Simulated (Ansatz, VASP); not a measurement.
**Two plane-wave programs on Sn3Sb2**

```
CELL_PARAMETERS angstrom
4.58583 0.00000 0.00000
-2.29292 3.97145 0.00000
0.00000 0.00000 7.13481
ATOMIC_POSITIONS crystal
Sn 0.00000 0.00000 0.00000
Sn 0.33333 0.66667 0.64500
Sn 0.66667 0.33333 0.35500
Sb 0.33333 0.66667 0.24500
Sb 0.66667 0.33333 0.75500
```

Alike in both runs: task single point; functional PBE; k mesh 6 × 6 × 4; occupations gaussian, width 0.1 eV; no spin polarisation.

```csv
,VASP,Ansatz
version,VASP 6.6.1,Ansatz 0.2.0
potentials or method,"VASP PAW PBE potentials, release 64 (Sn_d, Sb), cutoff 520 eV","scalar-relativistic, plane waves, PAW"
valence electrons in the cell,52,72
```

|  | VASP | Ansatz | Ansatz less VASP |
| --- | --- | --- | --- |
| gap on the k mesh at the Fermi level (eV) | none | none | - |
| pressure (GPa) | 17.9 | 17.9 | -0.04 |
| traceless stress, the component that is largest in VASP (GPa) | -3.38 | -3.40 | -0.026 |
| rms of the force components (eV/Å) | 0.790 | 0.783 | -0.0077 |

Atom by atom the forces differ by 0.008 eV/Å (rms over components). A gap of «none» marks a metal or a gap that the smearing closes. VASP's potentials hold 52 valence electrons a cell and Ansatz's 72, so a difference there can come from the potentials and not from the codes.

Neither program's run includes spin-orbit coupling.
